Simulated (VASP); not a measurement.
# Li2O (I4/mmm) in VASP: a series of runs

Li2O is run at these levels: PBE; tasks: single point.

Everything below comes from runs of VASP 6.6.1. Logs are shortened: lines on timing, memory, paths and dates and some standing lists are left out, and cuts for length are marked.

### 1 The cell of the first run

Symmetry: I4/mmm, No. 139, tetragonal system. The conventional cell has a = 3.260 Å, b = 3.260 Å, c = 4.625 Å, α = 90.00°, β = 90.00°, γ = 90.00°. Within 2.6 Å of Li (site symmetry -4m2) lie 4 O at 2.00 Å and 6 Li at 2.30 to 2.31 Å. O (site symmetry 4/mmm) has 8 Li at 2.00 Å within 2.6 Å.

### 2 Single point, PBE

The input, INCAR:

```
PREC = Accurate
ENCUT = 750
EDIFF = 1E-6
ISMEAR = 0
SIGMA = 0.02
LREAL = F
LASPH = T
NELM = 120
ALGO = Normal
ISIF = 2
LWAVE = F
LCHARG = F
GGA = PE
NBANDS = 13
GGA_COMPAT = F
```

The input, KPOINTS:

```
Automatic mesh
0
Gamma
  7 7 7
```

The input, POSCAR:

```
Li2O
1.0
    0.0000000000      2.3050000000      2.3126833333
    2.3050000000      0.0000000000      2.3126833333
    2.3050000000      2.3050000000      0.0000000000
Li O
2 1
Direct
    0.2500000000      0.2500000000      0.2500000000
    0.7500000000      0.7500000000      0.7500000000
    0.0000000000      0.0000000000      0.0000000000
```

Potentials or basis: VASP PAW PBE potentials, release 64 (Li_sv, O).

Run with:

```console
cat potpaw_PBE.64/Li_sv/POTCAR potpaw_PBE.64/O/POTCAR > POTCAR
mpirun -np 1 vasp_std > vasp.out
```

OUTCAR:

```text
PREC = Accurate
   ENCUT = 750
   EDIFF = 1E-6
   ISMEAR = 0
   LREAL = F
   LASPH = T
   NELM = 120
   ISIF = 2
   GGA = PE

 ion  position               nearest neighbor table
   1  0.250  0.250  0.250-   3 2.00   3 2.00   3 2.00   3 2.00   2 2.31   2 2.31   2 2.31   2 2.31
                             2 2.31   2 2.31
   2  0.750  0.750  0.750-   3 2.00   3 2.00   3 2.00   3 2.00   1 2.31   1 2.31   1 2.31   1 2.31
                             1 2.31   1 2.31
   3  0.000  0.000  0.000-   2 2.00   2 2.00   1 2.00   2 2.00   1 2.00   1 2.00   2 2.00   1 2.00

  LATTYP: Found a body centered tetragonal cell.
 ALAT       =     3.2597622613
 C/A-ratio  =     1.4189276076

  Lattice vectors:

 A1 = (  -2.3050000000,   0.0000000000,   2.3126833333)
 A2 = (   2.3050000000,   0.0000000000,   2.3126833333)
 A3 = (   0.0000000000,   2.3050000000,  -2.3126833333)

Analysis of symmetry for initial positions (statically):
=====================================================================
 Subroutine PRICEL returns:
 Original cell was already a primitive cell.

 Routine SETGRP: Setting up the symmetry group for a
 body centered tetragonal supercell.

 Subroutine GETGRP returns: Found 16 space group operations
 (whereof 16 operations were pure point group operations)
 out of a pool of 16 trial point group operations.

The static configuration has the point symmetry D_4h.

Analysis of symmetry for dynamics (positions and initial velocities):
=====================================================================
 Subroutine PRICEL returns:
 Original cell was already a primitive cell.

 Routine SETGRP: Setting up the symmetry group for a
 body centered tetragonal supercell.

 Subroutine GETGRP returns: Found 16 space group operations
 (whereof 16 operations were pure point group operations)
 out of a pool of 16 trial point group operations.

The dynamic configuration has the point symmetry D_4h.

 Subroutine INISYM returns: Found 16 space group operations
 (whereof 16 operations are pure point group operations),
 and found     1 'primitive' translations

----------------------------------------------------------------------------------------

                                     Primitive cell

  volume of cell :      24.5747

  direct lattice vectors                    reciprocal lattice vectors
     0.000000000  2.305000000  2.312683333    -0.216919740  0.216919740  0.216199076
     2.305000000  0.000000000  2.312683333     0.216919740 -0.216919740  0.216199076
     2.305000000  2.305000000  0.000000000     0.216919740  0.216919740 -0.216199076

  length of vectors
     3.265199718  3.265199718  3.259762261     0.375300396  0.375300396  0.375300396

  position of ions in fractional coordinates (direct lattice)
     0.250000000  0.250000000  0.250000000
     0.750000000  0.750000000  0.750000000
     0.000000000  0.000000000  0.000000000

  ion indices of the primitive-cell ions
   primitive index   ion index
                 1           1
                 2           2
                 3           3

----------------------------------------------------------------------------------------

 KPOINTS: Automatic mesh

Automatic generation of k-mesh.
 Grid dimensions read from file:
 generate k-points for:    7    7    7

 Generating k-lattice:

  Cartesian coordinates                     Fractional coordinates (reciprocal lattice)
    -0.030988534  0.030988534  0.030885582     0.142857143 -0.000000000  0.000000000
     0.030988534 -0.030988534  0.030885582    -0.000000000  0.142857143  0.000000000
     0.030988534  0.030988534 -0.030885582     0.000000000  0.000000000  0.142857143

  Length of vectors
     0.053614342  0.053614342  0.053614342

  Shift w.r.t. Gamma in fractional coordinates (k-lattice)
     0.000000000  0.000000000  0.000000000

 Subroutine IBZKPT returns following result:
 ===========================================

 Found     40 irreducible k-points:

 Following reciprocal coordinates:
            Coordinates               Weight
  0.000000  0.000000  0.000000      1.000000
  0.142857  0.000000  0.000000      8.000000
  0.285714  0.000000  0.000000      8.000000
  0.428571  0.000000  0.000000      8.000000
  0.142857  0.142857  0.000000      2.000000
  0.285714  0.142857  0.000000      8.000000
[... 16 lines left out ...]
  0.428571  0.285714  0.142857      8.000000
 -0.428571  0.285714  0.142857     16.000000
 [... further k-points ...]
   k-points           NKPTS =     40   k-points in BZ     NKDIM =     40   number of bands    NBANDS=     13
   number of dos      NEDOS =    301   number of ions     NIONS =      3
   total plane-waves  NPLWV =  27000
   dimension x,y,z NGX =    30 NGY =   30 NGZ =   30
   dimension x,y,z NGXF=    60 NGYF=   60 NGZF=   60
   ions per type =               2   1
   NGX,Y,Z   is equivalent  to a cutoff of  15.27, 15.27, 15.30 a.u.
   NGXF,Y,Z  is equivalent  to a cutoff of  30.55, 30.55, 30.60 a.u.
 SYSTEM =  unknown system
   PREC   = accura    normal or accurate (medium, high low for compatibility)
   ISTART =      0    job   : 0-new  1-cont  2-samecut
   ICHARG =      2    charge: 1-file 2-atom 10-const
   ISPIN  =      1    spin polarized calculation?
   LNONCOLLINEAR =      F non collinear calculations
   LSORBIT =      F    spin-orbit coupling
   LASPH  =      T    aspherical Exc in radial PAW
   ENCUT  =  750.0 eV  55.12 Ry    7.42 a.u.   7.29  7.29  7.28*2*pi/ulx,y,z
   NELM   =    120;   NELMIN=  2; NELMDL= -5     # of ELM steps
   EDIFF  = 0.1E-05   stopping-criterion for ELM
   LREAL  =      F    real-space projection
   EDIFFG = 0.1E-04   stopping-criterion for IOM
   NSW    =      0    number of steps for IOM
   IBRION =     -1    ionic relax: 0-MD 1-quasi-New 2-CG
   NFREE  =      0    steps in history (QN), initial steepest desc. (CG)
   ISIF   =      2    stress and relaxation
   ISYM   =      2    0-nonsym 1-usesym 2-fastsym
   POTIM  = 0.5000    time-step for ionic-motion
   TEBEG  =    0.0;   TEEND  =   0.0 temperature during run
   PSTRESS=    0.0 pullay stress
   NELECT =      12.0000    total number of electrons
   NUPDOWN=      -1.0000    fix difference up-down
   EMIN   =  10.00;   EMAX   =-10.00  energy-range for DOS
   EFERMI =   0.00;   METHOD = LEGACY
   ISMEAR =     0;   SIGMA  =   0.02  broadening in eV -4-tet -1-fermi 0-gaus
   EFERMI_NEDOS =   21; number of points for ismear=-14 and -15
   IALGO  =     38    algorithm
   IMIX   =      4    mixing-type and parameters
     AMIX     =   0.40;   BMIX     =  1.00
     AMIX_MAG =   1.60;   BMIX_MAG =  1.00
  volume/ion in A,a.u.               =       8.19        55.28
  Fermi-wavevector in a.u.,A,eV,Ry     =   1.289157  2.436154 22.611883  1.661926
  Thomas-Fermi vector in A             =   2.421067
   LORBIT       =      0    0 simple, 1 ext, 2 COOP (PROOUT), +10 PAW based schemes
   GGA     = PE    functional components
   LHFCALC =     F    Hartree Fock is set to
   AEXX    =    0.0000 exact exchange contribution
   IVDW    =     0    specifies the selected vdW correction
   LEPSILON=     F    determine dielectric tensor
   LRPA    =     F    only Hartree local field effects (RPA)
 non-spin polarized calculation
 Gauss-broadening in eV      SIGMA  =   0.02
  energy-cutoff  :      750.00
  volume of cell :       24.57
 maximum number of plane-waves:      1158
 NGX is ok and might be reduce to    30
   NGX = 15   NGY = 15   NGZ = 15

 number of electron      12.0000000 magnetization

 Free energy of the ion-electron system (eV)
  ---------------------------------------------------
  ext. energy  EPLUGINS =         0.00000000
  ---------------------------------------------------
  free energy    TOTEN  =       -14.35562298 eV

  energy without entropy =      -14.35562298  energy(sigma->0) =      -14.35562298

 E-fermi :   1.4930     XC(G=0):  -9.7644

 val. band max:        1.3521569660   @ k =   0.0000   0.0000   0.0000
 cond. band min:       6.4954645605   @ k =   0.4286   0.0000   0.4286
 fundamental gap:      5.1433075945
 Fermi energy:         1.4929733953

 k-point     1 :       0.0000    0.0000    0.0000
  band No.  band energies     occupation
      1     -41.6287      2.00000
      2     -41.2960      2.00000
      3     -14.1046      2.00000
      4       1.3420      2.00000
      5       1.3522      2.00000
      6       1.3522      2.00000
      7       6.6362      0.00000
      8      13.2928      0.00000
      9      13.2928      0.00000
     10      13.3240      0.00000
     11      20.3054      0.00000
     12      20.4179      0.00000
     13      20.4179      0.00000

 k-point     2 :       0.1429    0.0000    0.0000
  band No.  band energies     occupation
      1     -41.6096      2.00000
      2     -41.3102      2.00000
      3     -14.0654      2.00000
      4       0.7006      2.00000
      5       1.2519      2.00000
      6       1.2608      2.00000
      7       7.1708      0.00000
      8      13.3147      0.00000
      9      13.5649      0.00000
     10      13.5785      0.00000
     11      18.7896      0.00000
     12      18.8524      0.00000
     13      21.0415      0.00000

 k-point     3 :       0.2857    0.0000    0.0000
  band No.  band energies     occupation
      1     -41.5577      2.00000
      2     -41.3510      2.00000
      3     -13.9715      2.00000
      4      -0.4993      2.00000
      5       1.0570      2.00000
      6       1.0703      2.00000
      7       8.4050      0.00000
      8      12.9254      0.00000
      9      13.7530      0.00000
     10      13.7737      0.00000
     11      18.2014      0.00000
     12      18.2189      0.00000
     13      22.5842      0.00000
[... 305 lines left out ...]
 k-point    23 :       0.4286    0.2857    0.1429
  band No.  band energies     occupation
      1     -41.5283      2.00000
      2     -41.3720      2.00000
      3     -13.9116      2.00000
      4      -0.5061      2.00000
      5       0.3426      2.00000
      6       0.7885      2.00000
      7       8.2664      0.00000
      8      12.6621      0.00000
      9      14.3972      0.00000
     10      15.2971      0.00000
     11      15.9827      0.00000
     12      21.4949      0.00000
     13      23.5103      0.00000

 k-point    24 :      -0.4286    0.2857    0.1429
  band No.  band energies     occupation
      1     -41.4754      2.00000
      2     -41.4181      2.00000
      3     -13.8514      2.00000
      4      -0.9527      2.00000
      5       0.2124      2.00000
      6       0.5103      2.00000
      7       8.9644      0.00000
      8      11.8520      0.00000
      9      14.6916      0.00000
     10      14.9823      0.00000
     11      18.0267      0.00000
     12      20.1448      0.00000
     13      24.2140      0.00000

 [... further k-points ...]

------------------------ aborting loop because EDIFF is reached ----------------------------------------

  FORCE on cell =-STRESS in cart. coord.  units (eV):
  Direction    XX          YY          ZZ          XY          YZ          ZX
  --------------------------------------------------------------------------------------
  -------------------------------------------------------------------------------------
  Total        0.0690755      0.0690755     -0.0257969      0.0000000      0.0000000      0.0000000
  in kB        4.5034647      4.5034647     -1.6818593      0.0000000      0.0000000      0.0000000
  external PRESSURE =       2.4416900 kB  Pullay stress =       0.0000000 kB

 VOLUME and BASIS-vectors are now :
 -----------------------------------------------------------------------------
  energy-cutoff  :      750.00
  volume of cell :       24.57
      direct lattice vectors                 reciprocal lattice vectors
     0.000000000  2.305000000  2.312683333    -0.216919740  0.216919740  0.216199076
     2.305000000  0.000000000  2.312683333     0.216919740 -0.216919740  0.216199076
     2.305000000  2.305000000  0.000000000     0.216919740  0.216919740 -0.216199076

 POSITION                                       TOTAL-FORCE (eV/Angst)
 -----------------------------------------------------------------------------------
      1.15250      1.15250      1.15634        -0.000000     -0.000000      0.000000
      3.45750      3.45750      3.46902         0.000000      0.000000      0.000000
      0.00000      0.00000      0.00000         0.000000     -0.000000      0.000000
 -----------------------------------------------------------------------------------
    total drift:                                0.000000     -0.000000      0.000000

  FREE ENERGIE OF THE ION-ELECTRON SYSTEM (eV)
  ---------------------------------------------------
  free  energy   TOTEN  =       -14.3556229752 eV

  energy  without entropy=      -14.3556229752  energy(sigma->0) =      -14.35562298
```

Run time: 28 s. Hardware: 1 thread of Intel Xeon Platinum 8488C (Sapphire Rapids), shared host; peak memory 0.16 GiB.

What came out:

* Free energy: -14.3556 eV
* Pressure: 0.2 GPa
* Band gap on the k mesh: 5.14 eV, indirect (least direct gap 5.28 eV)

Stress tensor (GPa, compression positive):
```
 0.45  0.00  0.00
 0.00  0.45  0.00
 0.00  0.00 -0.17
```

A k mesh can miss the band edges. PBE gaps usually lie below the measured ones, often by a third to a half.

### 3 Single point, PBE

This run uses another cell than the first one, of 8.22 Å³/atom, 1.003 times its volume.

INCAR is that of step 2.

KPOINTS is that of step 2.

The input, POSCAR:

```
Li2O
1.0
    0.0000000000      2.3050000000      2.3203666667
    2.3050000000      0.0000000000      2.3203666667
    2.3050000000      2.3050000000      0.0000000000
Li O
2 1
Direct
    0.2500000000      0.2500000000      0.2500000000
    0.7500000000      0.7500000000      0.7500000000
    0.0000000000      0.0000000000      0.0000000000
```

Potentials or basis: VASP PAW PBE potentials, release 64 (Li_sv, O).

Run with:

```console
cat potpaw_PBE.64/Li_sv/POTCAR potpaw_PBE.64/O/POTCAR > POTCAR
mpirun -np 1 vasp_std > vasp.out
```

It took 20 s on 1 thread of Intel Xeon Platinum 8488C (Sapphire Rapids), shared host; peak memory 0.16 GiB.

It converged, with:

| Quantity | Value |
| --- | --- |
| Free energy | -14.3556 eV |
| Pressure | 0.0 GPa |
| Band gap on the k mesh | 5.13 eV, indirect (least direct gap 5.26 eV) |

Stress tensor (GPa, compression positive):
```
 0.38  0.00  0.00
 0.00  0.38  0.00
 0.00  0.00 -0.85
```

Levels at points of the mesh, in eV from the valence-band top:
| k point | band 2 | band 3 | band 4 | band 5 | band 6 | band 7 | band 8 | band 9 | band 10 | band 11 |
| --- | --- | --- | --- | --- | --- | --- | --- | --- | --- | --- |
| (0.00, 0.00, 0.00) | -42.66 | -15.45 | -0.02 | 0.00 | 0.00 | 5.26 | 11.91 | 11.91 | 11.97 | 18.84 |

A k mesh can miss the band edges. Expect the measured gap to be larger: semilocal functionals such as PBE lack the derivative discontinuity.

### 4 Single point, PBE

This run uses another cell than the first one, of 8.25 Å³/atom, 1.007 times its volume.

The input, INCAR:

```
PREC = Accurate
ENCUT = 750
EDIFF = 1E-6
ISMEAR = 0
SIGMA = 0.02
LREAL = False
LASPH = True
NELM = 120
ALGO = Normal
ISIF = 2
LWAVE = False
LCHARG = False
GGA = PE
NBANDS = 13
GGA_COMPAT = False
```

The input, KPOINTS:

```
regular mesh
0
Gamma
  7 7 7
```

The input, POSCAR:

```
Li2O
1.0
    0.0000000000      2.3050000000      2.3280500000
    2.3050000000      0.0000000000      2.3280500000
    2.3050000000      2.3050000000      0.0000000000
Li O
2 1
Direct
    0.2500000000      0.2500000000      0.2500000000
    0.7500000000      0.7500000000      0.7500000000
    0.0000000000      0.0000000000      0.0000000000
```

Run with:

```console
cat potpaw_PBE.64/Li_sv/POTCAR potpaw_PBE.64/O/POTCAR > POTCAR
mpirun -np 1 vasp_std > vasp.out
```

It took 27 s on 1 thread of Intel Xeon Platinum 8488C (Sapphire Rapids), shared host; peak memory 0.16 GiB.

Results (log left out):

```
Free energy            : -14.3552 eV
Pressure               : -0.3 GPa
Band gap on the k mesh : 5.12 eV, indirect (least direct gap 5.23 eV)
```

Stress tensor (GPa, compression positive):
```
 0.32  0.00  0.00
 0.00  0.32  0.00
 0.00  0.00 -1.53
```

Levels at points of the mesh, in eV from the valence-band top:
```tsv
k point	band 3	band 4	band 5	band 6	band 7	band 8	band 9	band 10
(0.00, 0.00, 0.00)	-15.45	-0.03	0.00	0.00	5.23	11.88	11.88	11.97
```

### 5 The runs side by side

```csv
cell,gap on the mesh (eV),pressure (GPa)
"a = 3.265, b = 3.265, c = 3.260 Å, angles 60.1, 60.1, 59.9°, 3 atoms",5.14,0.2
"a = 3.271, b = 3.271, c = 3.260 Å, angles 60.1, 60.1, 59.8°, 3 atoms",5.13,0.0
"a = 3.276, b = 3.276, c = 3.260 Å, angles 60.2, 60.2, 59.7°, 3 atoms",5.12,-0.3
```

Alike in all rows: task single point; level PBE; potentials or basis VASP PAW PBE potentials, release 64 (Li_sv, O); no spin polarisation; k mesh 7 × 7 × 7; cutoff (eV) 750; smearing gaussian 0.02 eV.

Absolute energies hang on the potentials; compare differences alone.
